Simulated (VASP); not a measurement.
# SrTiO (P-6m2) in VASP: notebook

The runs below take SrTiO through single point, relaxation of cell and atoms, with PBE.

Program: VASP 6.6.1. These are calculated values, not measurements. Logs are shortened: lines on timing, memory, paths and dates and some standing lists are left out, and cuts for length are marked.

## (1) The cell of the first run

Symmetry: P-6m2, No. 187, hexagonal system. Conventional cell: a = 3.942 Å, b = 3.942 Å, c = 4.351 Å, α = 90.00°, β = 90.00°, γ = 120.00°. Within 4.1 Å of Sr (site symmetry -6m2) lie 6 Ti at 3.15 Å and 6 O at 3.15 Å and 6 Sr at 3.94 Å. Ti (site symmetry -6m2) has 3 O at 2.28 Å within 3.0 Å. O (site symmetry -6m2) has 3 Ti at 2.28 Å within 3.0 Å.

The cell was built from a structure type or drawn by symmetry, and may not be a known phase.

## (2) Single point, PBE, collinear spin

INCAR reads:

```
PREC = Accurate
ENCUT = 520
EDIFF = 1E-7
ISMEAR = 0
SIGMA = 0.1
LREAL = F
LASPH = T
NELM = 150
ALGO = Normal
ISIF = 2
LWAVE = F
LCHARG = F
ISPIN = 2
MAGMOM = 0 1 0
LORBIT = 11
LMAXMIX = 4
GGA = PE
NBANDS = 25
```

KPOINTS reads:

```
Automatic mesh
0
Gamma
  6 6 4
```

POSCAR reads:

```
SrTiO
1.0
    3.9423156100      0.0000000000      0.0000000000
   -1.9711578100      3.4141454700      0.0000000000
    0.0000000000      0.0000000000      4.3507143400
Sr Ti O
1 1 1
Direct
    0.0000000000      0.0000000000      0.0000000000
    0.3333333300      0.6666666700      0.5000000000
    0.6666666700      0.3333333300      0.5000000000
```

Potentials or basis: VASP PAW PBE potentials, release 64 (Sr_sv, Ti_sv, O).

Launch:

```
$ cat potpaw_PBE.64/Sr_sv/POTCAR potpaw_PBE.64/Ti_sv/POTCAR potpaw_PBE.64/O/POTCAR > POTCAR
$ mpirun -np 1 vasp_std > vasp.out
```

OUTCAR:

```text
PREC = Accurate
   ENCUT = 520
   EDIFF = 1E-7
   ISMEAR = 0
   LREAL = F
   LASPH = T
   NELM = 150
   ISIF = 2
   ISPIN = 2
   LORBIT = 11
   GGA = PE

 ion  position               nearest neighbor table
   1  0.000  0.000  0.000-   2 3.15   3 3.15   2 3.15   3 3.15   3 3.15   3 3.15   2 3.15   2 3.15
                             3 3.15   3 3.15   2 3.15   2 3.15
   2  0.333  0.667  0.500-   3 2.28   3 2.28   3 2.28   1 3.15   1 3.15   1 3.15   1 3.15   1 3.15
                             1 3.15
   3  0.667  0.333  0.500-   2 2.28   2 2.28   2 2.28   1 3.15   1 3.15   1 3.15   1 3.15   1 3.15
                             1 3.15

  LATTYP: Found a hexagonal cell.
 ALAT       =     3.9423156100
 C/A-ratio  =     1.1035936161

  Lattice vectors:

 A1 = (   3.9423156100,   0.0000000000,   0.0000000000)
 A2 = (  -1.9711578100,   3.4141454700,   0.0000000000)
 A3 = (   0.0000000000,   0.0000000000,   4.3507143400)

Analysis of symmetry for initial positions (statically):
=====================================================================
 Subroutine PRICEL returns:
 Original cell was already a primitive cell.

 Routine SETGRP: Setting up the symmetry group for a
 hexagonal supercell.

 Subroutine GETGRP returns: Found 12 space group operations
 (whereof 12 operations were pure point group operations)
 out of a pool of 24 trial point group operations.

The static configuration has the point symmetry D_3h.

Analysis of symmetry for dynamics (positions and initial velocities):
=====================================================================
 Subroutine PRICEL returns:
 Original cell was already a primitive cell.

 Routine SETGRP: Setting up the symmetry group for a
 hexagonal supercell.

 Subroutine GETGRP returns: Found 12 space group operations
 (whereof 12 operations were pure point group operations)
 out of a pool of 24 trial point group operations.

The dynamic configuration has the point symmetry D_3h.

Analysis of structural, dynamic, and magnetic symmetry:
=====================================================================
 Subroutine PRICEL returns:
 Original cell was already a primitive cell.

 Routine SETGRP: Setting up the symmetry group for a
 hexagonal supercell.

 Subroutine GETGRP returns: Found 12 space group operations
 (whereof 12 operations were pure point group operations)
 out of a pool of 24 trial point group operations.

The overall configuration has the point symmetry D_3h.

 Subroutine INISYM returns: Found 12 space group operations
 (whereof 12 operations are pure point group operations),
 and found     1 'primitive' translations

----------------------------------------------------------------------------------------

                                     Primitive cell

  volume of cell :      58.5590

  direct lattice vectors                    reciprocal lattice vectors
     3.942315610  0.000000000  0.000000000     0.253658027  0.146449531  0.000000000
    -1.971157810  3.414145470  0.000000000     0.000000000  0.292899060  0.000000000
     0.000000000  0.000000000  4.350714340     0.000000000  0.000000000  0.229847313

  length of vectors
     3.942315610  3.942315614  4.350714340     0.292899061  0.292899060  0.229847313

  position of ions in fractional coordinates (direct lattice)
     0.000000000  0.000000000  0.000000000
     0.333333330  0.666666670  0.500000000
     0.666666670  0.333333330  0.500000000

  ion indices of the primitive-cell ions
   primitive index   ion index
                 1           1
                 2           2
                 3           3

----------------------------------------------------------------------------------------

 KPOINTS: Automatic mesh

Automatic generation of k-mesh.
 Grid dimensions read from file:
 generate k-points for:    6    6    4

 Generating k-lattice:

  Cartesian coordinates                     Fractional coordinates (reciprocal lattice)
     0.042276338  0.024408255  0.000000000     0.166666667  0.000000000  0.000000000
     0.000000000  0.048816510  0.000000000     0.000000000  0.166666667  0.000000000
     0.000000000  0.000000000  0.057461828     0.000000000  0.000000000  0.250000000

  Length of vectors
     0.048816510  0.048816510  0.057461828

  Shift w.r.t. Gamma in fractional coordinates (k-lattice)
     0.000000000  0.000000000  0.000000000

 Subroutine IBZKPT returns following result:
 ===========================================

 Found     21 irreducible k-points:

 Following reciprocal coordinates:
            Coordinates               Weight
  0.000000  0.000000  0.000000      1.000000
  0.166667  0.000000  0.000000      6.000000
  0.333333  0.000000  0.000000      6.000000
  0.500000  0.000000  0.000000      3.000000
  0.166667  0.166667  0.000000      6.000000
  0.333333  0.166667  0.000000     12.000000
[... 13 lines left out ...]
  0.333333  0.166667  0.500000     12.000000
  0.333333  0.333333  0.500000      2.000000
   k-points           NKPTS =     21   k-points in BZ     NKDIM =     21   number of bands    NBANDS=     25
   number of dos      NEDOS =    301   number of ions     NIONS =      3
   total plane-waves  NPLWV =  28800
   dimension x,y,z NGX =    30 NGY =   30 NGZ =   32
   dimension x,y,z NGXF=    60 NGYF=   60 NGZF=   64
   ions per type =               1   1   1
   NGX,Y,Z   is equivalent  to a cutoff of  12.65, 12.65, 12.23 a.u.
   NGXF,Y,Z  is equivalent  to a cutoff of  25.30, 25.30, 24.46 a.u.
 SYSTEM =  unknown system
   PREC   = accura    normal or accurate (medium, high low for compatibility)
   ISTART =      0    job   : 0-new  1-cont  2-samecut
   ICHARG =      2    charge: 1-file 2-atom 10-const
   ISPIN  =      2    spin polarized calculation?
   LNONCOLLINEAR =      F non collinear calculations
   LSORBIT =      F    spin-orbit coupling
   LASPH  =      T    aspherical Exc in radial PAW
   ENCUT  =  520.0 eV  38.22 Ry    6.18 a.u.   7.33  7.33  8.09*2*pi/ulx,y,z
   NELM   =    150;   NELMIN=  2; NELMDL= -5     # of ELM steps
   EDIFF  = 0.1E-06   stopping-criterion for ELM
   LREAL  =      F    real-space projection
   EDIFFG = 0.1E-05   stopping-criterion for IOM
   NSW    =      0    number of steps for IOM
   IBRION =     -1    ionic relax: 0-MD 1-quasi-New 2-CG
   NFREE  =      0    steps in history (QN), initial steepest desc. (CG)
   ISIF   =      2    stress and relaxation
   ISYM   =      2    0-nonsym 1-usesym 2-fastsym
   POTIM  = 0.5000    time-step for ionic-motion
   TEBEG  =    0.0;   TEEND  =   0.0 temperature during run
   PSTRESS=    0.0 pullay stress
   NELECT =      28.0000    total number of electrons
   NUPDOWN=      -1.0000    fix difference up-down
   EMIN   =  10.00;   EMAX   =-10.00  energy-range for DOS
   EFERMI =   0.00;   METHOD = LEGACY
   ISMEAR =     0;   SIGMA  =   0.10  broadening in eV -4-tet -1-fermi 0-gaus
   EFERMI_NEDOS =   21; number of points for ismear=-14 and -15
   IALGO  =     38    algorithm
   IMIX   =      4    mixing-type and parameters
     AMIX     =   0.40;   BMIX     =  1.00
     AMIX_MAG =   1.60;   BMIX_MAG =  1.00
  volume/ion in A,a.u.               =      19.52       131.73
  Fermi-wavevector in a.u.,A,eV,Ry     =   1.280156  2.419144 22.297214  1.638799
  Thomas-Fermi vector in A             =   2.412600
   LORBIT       =     11    0 simple, 1 ext, 2 COOP (PROOUT), +10 PAW based schemes
   GGA     = PE    functional components
   LHFCALC =     F    Hartree Fock is set to
   AEXX    =    0.0000 exact exchange contribution
   IVDW    =     0    specifies the selected vdW correction
   LEPSILON=     F    determine dielectric tensor
   LRPA    =     F    only Hartree local field effects (RPA)
 spin polarized calculation
 Gauss-broadening in eV      SIGMA  =   0.10
  energy-cutoff  :      520.00
  volume of cell :       58.56
 maximum number of plane-waves:      1600
 NGX is ok and might be reduce to    30
   NGX = 15   NGY = 15   NGZ = 17

 number of electron      27.9999998 magnetization       2.2601900

 Free energy of the ion-electron system (eV)
  ---------------------------------------------------
  ext. energy  EPLUGINS =         0.00000000
  ---------------------------------------------------
  free energy    TOTEN  =       -16.51100687 eV

  energy without entropy =      -16.49228064  energy(sigma->0) =      -16.50164375

 E-fermi :   5.4928     XC(G=0):  -9.9641

 val. band max:        5.4804470615   @ k =   0.5000   0.0000   0.5000
 cond. band min:       5.5067807338   @ k =   0.1667   0.1667   0.2500
 fundamental gap:      0.0263336723
 Fermi energy:         5.4927977128

 spin component 1

 k-point     1 :       0.0000    0.0000    0.0000
  band No.  band energies     occupation
      1     -52.2461      1.00000
      2     -30.3761      1.00000
      3     -28.6297      1.00000
      4     -28.6297      1.00000
      5     -28.4095      1.00000
      6     -13.5251      1.00000
[... 17 lines left out ...]
     24      11.5201      0.00000
     25      14.6089      0.00000
[... 536 lines left out ...]
      2     -30.3379      1.00000
      3     -28.6630      1.00000
      4     -28.6503      1.00000
      5     -28.4104      1.00000
      6     -13.3299      1.00000
[... 17 lines left out ...]
     24      12.2461      0.00000
     25      13.2393      0.00000
 Fermi energy:         5.4927977128

 spin component 2

 k-point     1 :       0.0000    0.0000    0.0000
  band No.  band energies     occupation
      1     -50.8945      1.00000
      2     -30.2740      1.00000
      3     -27.3499      1.00000
      4     -27.3499      1.00000
      5     -26.8882      1.00000
      6     -13.5249      1.00000
[... 17 lines left out ...]
     24      12.4101      0.00000
     25      14.7484      0.00000
[... 537 lines left out ...]
      3     -27.3882      1.00000
      4     -27.3714      1.00000
      5     -26.8896      1.00000
      6     -13.3396      1.00000
[... 17 lines left out ...]
     24      13.0975      0.00000
     25      13.4773      0.00000

------------------------ aborting loop because EDIFF is reached ----------------------------------------

  FORCE on cell =-STRESS in cart. coord.  units (eV):
  Direction    XX          YY          ZZ          XY          YZ          ZX
  --------------------------------------------------------------------------------------
  -------------------------------------------------------------------------------------
  Total       -2.6431961     -2.6431961      2.7878782      0.0000000     -0.0000000      0.0000000
  in kB      -72.3179301    -72.3179302     76.2764372      0.0000001     -0.0000000      0.0000000
  external PRESSURE =     -22.7864744 kB  Pullay stress =       0.0000000 kB

 VOLUME and BASIS-vectors are now :
 -----------------------------------------------------------------------------
  energy-cutoff  :      520.00
  volume of cell :       58.56
      direct lattice vectors                 reciprocal lattice vectors
     3.942315610  0.000000000  0.000000000     0.253658027  0.146449531  0.000000000
    -1.971157810  3.414145470  0.000000000     0.000000000  0.292899060  0.000000000
     0.000000000  0.000000000  4.350714340     0.000000000  0.000000000  0.229847313

 POSITION                                       TOTAL-FORCE (eV/Angst)
 -----------------------------------------------------------------------------------
      0.00000      0.00000      0.00000         0.000000     -0.000000      0.000000
     -0.00000      2.27610      2.17536         0.000000     -0.000000      0.000000
      1.97116      1.13805      2.17536        -0.000000      0.000000      0.000000
 -----------------------------------------------------------------------------------
    total drift:                                0.000014     -0.000008     -0.000000

  FREE ENERGIE OF THE ION-ELECTRON SYSTEM (eV)
  ---------------------------------------------------
  free  energy   TOTEN  =       -16.5110068678 eV

  energy  without entropy=      -16.4922806404  energy(sigma->0) =      -16.50164375

 total charge

# of ion       s       p       d       tot
------------------------------------------
    1        2.054   5.735   0.317   8.106
    2        2.176   6.034   2.017  10.227
    3        1.563   3.323   0.000   4.886
--------------------------------------------------
tot          5.793  15.092   2.334  23.219

 magnetization (x)

# of ion       s       p       d       tot
------------------------------------------
    1        0.018   0.018   0.126   0.162
    2        0.037   0.024   1.376   1.436
    3        0.006  -0.027   0.000  -0.020
--------------------------------------------------
tot          0.061   0.015   1.502   1.577
```

Run time: 94 s. Hardware: 1 thread of Intel Xeon 8259CL, shared host; peak memory 0.23 GiB.

Results:

| Property | Result |
| --- | --- |
| Free energy | -16.5110 eV |
| Pressure | -2.3 GPa |
| Net moment | 2.26 μB per cell |
| Site moments | Sr +0.16; Ti +1.44; O -0.02 μB |
| Valence electrons inside the program's atomic spheres | Sr 8.11; Ti 10.23; O 4.89 |

Caveat: the k points lie up to 0.36 Å⁻¹ apart.

## (3) Single point, PBE

This run uses another cell than the first one, of 21.63 Å³/atom.

INCAR reads:

```
PREC     = Accurate       # precision mode
ENCUT    = 520            # plane-wave cutoff, eV
EDIFF    = 1E-6           # SCF threshold, eV
ISMEAR   = 0              # smearing method
SIGMA    = 0.1            # smearing width, eV
LREAL    = False          # projectors in reciprocal space
LASPH    = True           # aspherical terms in the spheres
NELM     = 80             # most SCF steps
ALGO     = Normal         # electronic algorithm
ISIF     = 2              # what is computed and relaxed
LWAVE    = False          # write WAVECAR
LCHARG   = False          # write CHGCAR
GGA      = PE             # functional
NBANDS   = 21             # bands
```

KPOINTS reads:

```
regular mesh
0
Gamma
  18 18 8
```

POSCAR reads:

```
SrTiO
1.0
    3.4540838252      0.0000000025      0.0000000000
   -1.7270419148      2.9913243382      0.0000000000
    0.0000000000      0.0000000000      6.2804538611
Sr Ti O
1 1 1
Direct
    0.0000000000      0.0000000000      0.0000000000
    0.3333333333      0.6666666667      0.5000000000
    0.6666666667      0.3333333333      0.5000000000
```

Potentials or basis: VASP PAW PBE potentials, release 64 (Sr_sv, Ti_sv, O).

Launch:

```
$ cat potpaw_PBE.64/Sr_sv/POTCAR potpaw_PBE.64/Ti_sv/POTCAR potpaw_PBE.64/O/POTCAR > POTCAR
$ mpirun -np 1 vasp_std > vasp.out
```

Run time: 5.4 min. Hardware: 1 thread of Intel Xeon 8259CL, shared host; peak memory 0.4 GiB.

The run converged. Its results:

```
Free energy            : -17.8087 eV
Pressure               : 0.2 GPa
Band gap on the k mesh : zero (bands 14 and 15 overlap by 1.29 eV)
```

Stress tensor (GPa, compression positive):
```
 0.28  0.00  0.00
 0.00  0.28  0.00
 0.00  0.00 -0.04
```

Levels at points of the mesh, in eV from the Fermi level:
```tsv
k point	band 11	band 12	band 13	band 14	band 15	band 16	band 17	band 18
(0.00, 0.00, 0.00)	-6.54	-5.39	-3.59	-0.09	0.81	0.81	1.20	1.93
(0.50, 0.00, 0.00)	-5.59	-5.46	-1.19	0.01	0.35	0.41	0.42	1.00
(0.00, 0.00, 0.50)	-6.54	-5.75	-2.19	-1.44	0.78	0.78	1.32	1.77
(0.50, 0.00, 0.50)	-5.57	-5.46	-1.05	-0.76	0.11	0.51	0.61	1.79
```

## (4) Relaxation of cell and atoms, PBE

This run uses another cell than the first one, of 21.59 Å³/atom.

INCAR reads:

```
PREC     = Accurate       # precision mode
ENCUT    = 600            # plane-wave cutoff, eV
EDIFF    = 1E-7           # SCF threshold, eV
ISMEAR   = 0              # smearing method
SIGMA    = 0.1            # smearing width, eV
LREAL    = F              # projectors in reciprocal space
LASPH    = T              # aspherical terms in the spheres
NELM     = 80             # most SCF steps
ALGO     = Normal         # electronic algorithm
ISIF     = 3              # what is computed and relaxed
LWAVE    = F              # write WAVECAR
LCHARG   = F              # write CHGCAR
GGA      = PE             # functional
IBRION   = 2              # ionic algorithm
NSW      = 100            # ionic steps
EDIFFG   = -0.01          # ionic threshold
```

KPOINTS reads:

```
Automatic mesh
0
Gamma
  18 18 8
```

POSCAR reads:

```
SrTiO
1.0
    3.4559246718      0.0000000025      0.0000000000
   -1.7279623381      2.9929185581      0.0000000000
    0.0000000000      0.0000000000      6.2608785178
Sr Ti O
1 1 1
Direct
    0.0000000000      0.0000000000      0.0000000000
    0.3333333333      0.6666666667      0.5000000000
    0.6666666667      0.3333333333      0.5000000000
```

Launch:

```
$ cat potpaw_PBE.64/Sr_sv/POTCAR potpaw_PBE.64/Ti_sv/POTCAR potpaw_PBE.64/O/POTCAR > POTCAR
$ mpirun -np 1 vasp_std > vasp.out
```

Run time: 16 min. Hardware: 1 thread of Intel Xeon 8259CL, shared host; peak memory 0.45 GiB.

Results (log left out):

```yaml
Free_energy: -17.8104 eV
Relaxed_volume: 21.63 Å³/atom
Relaxed_cell: a = 3.459 Å, b = 3.459 Å, c = 6.264 Å, α = 90.00°, β = 90.00°, γ = 120.00°
Space_group_after_relaxing_to_0.1_Å: P-6m2 (No. 187)
Energy_gained_by_relaxing: 0.0 meV/atom
Ionic_steps: 3
Pressure_after_relaxing: 0.0 GPa
Band_gap_on_the_k_mesh: zero (bands 14 and 15 overlap by 1.31 eV)
```

Final structure:
```xyz
3
Lattice="3.4586 0.0000 0.0000 -1.7293 2.9952 0.0000 0.0000 0.0000 6.2636" Properties=species:S:1:pos:R:3 pbc="T T T"
Sr    0.0000    0.0000    0.0000
Ti    0.0000    1.9968    3.1318
O     1.7293    0.9984    3.1318
```

Levels at points of the mesh, in eV from the Fermi level:
```tsv
k point	band 12	band 13	band 14	band 15	band 16	band 17
(0.00, 0.00, 0.00)	-5.38	-3.59	-0.08	0.80	0.80	1.19
(0.50, 0.00, 0.00)	-5.45	-1.20	0.01	0.35	0.40	0.42
(0.00, 0.00, 0.50)	-5.75	-2.18	-1.43	0.77	0.77	1.31
(0.50, 0.00, 0.50)	-5.45	-1.05	-0.75	0.11	0.51	0.60
```

## (5) Summary

| task | spin | cell | k mesh | cutoff (eV) | gap on the mesh (eV) | pressure (GPa) |
| --- | --- | --- | --- | --- | --- | --- |
| single point | collinear | a = 3.942, b = 3.942, c = 4.351 Å, angles 90.0, 90.0, 120.0°, 3 atoms | 6 × 6 × 4 | 520 | none | -2.3 |
| single point | off | a = 3.454, b = 3.454, c = 6.280 Å, angles 90.0, 90.0, 120.0°, 3 atoms | 18 × 18 × 8 | 520 | none | 0.2 |
| relaxation of cell and atoms | off | relaxed from a = 3.456, b = 3.456, c = 6.261 Å, angles 90.0, 90.0, 120.0°, 3 atoms | 18 × 18 × 8 | 600 | none | 0.0 |

Alike in all rows: level PBE; potentials or basis VASP PAW PBE potentials, release 64 (Sr_sv, Ti_sv, O); smearing gaussian 0.1 eV.

Caveats: some runs use coarse meshes.

Absolute energies hang on the potentials; compare differences alone.
